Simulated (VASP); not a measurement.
Input of a VASP 6.6.1 run:

The input INCAR:

```
ALGO = Normal
EDIFF = 1E-6
ENCUT = 400
GGA = PE
GGA_COMPAT = False
ISIF = 2
ISMEAR = -1
LASPH = True
LCHARG = False
LREAL = Auto
LWAVE = False
NBANDS = 270
NELECT = 476.0
NELM = 120
PREC = Accurate
SIGMA = 0.01
```

File KPOINTS:

```
Automatic mesh
0
Gamma
  1 1 1
  0.25 0.25 0.25
```

The input POSCAR:

```
NaW18S36
1.0
    9.3812494643     -0.0000000850      0.0000000000
   -4.6906246585      8.1244003979      0.0000000000
    0.0000000000      0.0000000000     12.1647637133
W S Na
18 36 1
Direct
    0.1111111117      0.2222222217      0.2500000000
    0.2222222217      0.1111111117      0.7500000000
    0.1111111117      0.5555555567      0.2500000000
    0.2222222200      0.4444444433      0.7500000000
    0.1111111133      0.8888888900      0.2500000000
    0.2222222217      0.7777777767      0.7500000000
    0.4444444433      0.2222222200      0.2500000000
    0.5555555567      0.1111111117      0.7500000000
    0.4444444433      0.5555555550      0.2500000000
    0.5555555550      0.4444444433      0.7500000000
    0.4444444433      0.8888888900      0.2500000000
    0.5555555550      0.7777777783      0.7500000000
    0.7777777767      0.2222222217      0.2500000000
    0.8888888900      0.1111111133      0.7500000000
    0.7777777783      0.5555555550      0.2500000000
    0.8888888900      0.4444444433      0.7500000000
    0.7777777783      0.8888888900      0.2500000000
    0.8888888900      0.7777777783      0.7500000000
    0.1111111117      0.2222222217      0.6215924400
    0.2222222217      0.1111111117      0.1215924400
    0.1111111117      0.2222222217      0.8784075600
    0.2222222217      0.1111111117      0.3784075600
    0.1111111117      0.5555555567      0.6215924400
    0.2222222200      0.4444444433      0.1215924400
    0.1111111117      0.5555555567      0.8784075600
    0.2222222200      0.4444444433      0.3784075600
    0.1111111133      0.8888888900      0.6215924400
    0.2222222217      0.7777777767      0.1215924400
    0.1111111133      0.8888888900      0.8784075600
    0.2222222217      0.7777777767      0.3784075600
    0.4444444433      0.2222222200      0.6215924400
    0.5555555567      0.1111111117      0.1215924400
    0.4444444433      0.2222222200      0.8784075600
    0.5555555567      0.1111111117      0.3784075600
    0.4444444433      0.5555555550      0.6215924400
    0.5555555550      0.4444444433      0.1215924400
    0.4444444433      0.5555555550      0.8784075600
    0.5555555550      0.4444444433      0.3784075600
    0.4444444433      0.8888888900      0.6215924400
    0.5555555550      0.7777777783      0.1215924400
    0.4444444433      0.8888888900      0.8784075600
    0.5555555550      0.7777777783      0.3784075600
    0.7777777767      0.2222222217      0.6215924400
    0.8888888900      0.1111111133      0.1215924400
    0.7777777767      0.2222222217      0.8784075600
    0.8888888900      0.1111111133      0.3784075600
    0.7777777783      0.5555555550      0.6215924400
    0.8888888900      0.4444444433      0.1215924400
    0.7777777783      0.5555555550      0.8784075600
    0.8888888900      0.4444444433      0.3784075600
    0.7777777783      0.8888888900      0.6215924400
    0.8888888900      0.7777777783      0.1215924400
    0.7777777783      0.8888888900      0.8784075600
    0.8888888900      0.7777777783      0.3784075600
    0.6666666667      0.6666666667      0.0000000000
```

Potentials or basis: VASP PAW PBE potentials, release 64 (W_sv, S, Na_pv).

The run is started by

```sh
$ cat potpaw_PBE.64/W_sv/POTCAR potpaw_PBE.64/S/POTCAR potpaw_PBE.64/Na_pv/POTCAR > POTCAR
$ mpirun -np 1 vasp_std > vasp.out
```

**Question.** Predict the largest force.

**Answer.** 1.585 eV/Å.

Forces in eV/Å, atoms in the order of the input:
```
W    0.027 -0.016 -0.019
W   -0.027  0.016  0.019
W    0.000  0.031 -0.019
W   -0.038 -0.022  0.046
W    0.038  0.022 -0.046
W    0.000 -0.031  0.019
W    0.000 -0.044 -0.046
W    0.027  0.016  0.019
W   -0.053 -0.030  0.158
W    0.000 -0.061 -0.158
W   -0.038  0.022 -0.046
W   -0.053  0.030 -0.158
W   -0.027 -0.016 -0.019
W    0.000  0.044  0.046
W    0.053 -0.030  0.158
W    0.038 -0.022  0.046
W    0.000  0.061  0.158
W    0.053  0.030 -0.158
S   -0.016  0.009 -0.742
S   -0.013  0.007 -0.743
S    0.013 -0.007  0.743
S    0.016 -0.009  0.742
S    0.000 -0.019 -0.742
S   -0.050 -0.029 -0.752
S    0.000  0.015  0.743
S    0.014  0.008  0.752
S   -0.014 -0.008 -0.752
S    0.000 -0.015 -0.743
S    0.050  0.029  0.752
S    0.000  0.019  0.742
S    0.000  0.016 -0.752
S    0.013  0.007 -0.743
S    0.000 -0.057  0.752
S   -0.016 -0.009  0.742
S   -0.004 -0.002 -0.763
S    0.000 -1.546  0.347
S   -1.339 -0.773 -0.347
S    0.000 -0.004  0.763
S    0.014 -0.008 -0.752
S   -1.339  0.773  0.347
S   -0.050  0.029  0.752
S   -0.004  0.002  0.763
S    0.016  0.009 -0.742
S    0.000  0.057 -0.752
S   -0.013 -0.007  0.743
S    0.000 -0.016  0.752
S    0.004 -0.002 -0.763
S    0.050 -0.029 -0.752
S    1.339 -0.773 -0.347
S   -0.014  0.008  0.752
S    0.000  0.004 -0.763
S    1.339  0.773  0.347
S    0.000  1.546 -0.347
S    0.004  0.002  0.763
Na   0.000  0.000  0.000
```

Caveat: the k points lie up to 0.77 Å⁻¹ apart; the cell carries a net charge on a neutralising background, which shifts energy and pressure.
